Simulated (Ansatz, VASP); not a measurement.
**Two plane-wave programs on Sr**

```
Sr
1.0
    -2.32800    2.32800    2.23100
     2.32800   -2.32800    2.23100
     2.32800    2.32800   -2.23100
Sr
1
Direct
  0.00000 0.00000 0.00000
```

Change from the starting cell: strain -0.040 along x and y, -0.080 along z, atoms carried along.

Alike in both runs: task single point; functional PBE; k mesh 14 × 14 × 14; occupations gaussian, width 0.15 eV; no spin polarisation.

|  | VASP | Ansatz |
| --- | --- | --- |
| version | VASP 6.6.1 | Ansatz 0.2.0 |
| potentials or method | VASP PAW PBE potentials, release 64 (Sr_sv), cutoff 520 eV | scalar-relativistic, plane waves, PAW |
| valence electrons in the cell | 10 | 10 |

VASP gave:

```
gap on the k mesh at the Fermi level (eV)                     : none
pressure (GPa)                                                : 1.6
traceless stress, the component that is largest in VASP (GPa) : 0.19
```

**Question.** Estimate Ansatz's values.

**Answer.** gap on the k mesh at the Fermi level (eV): none; pressure (GPa): 1.6; traceless stress, the component that is largest in VASP (GPa): 0.18.

A gap of «none» marks a metal or a gap that the smearing closes.
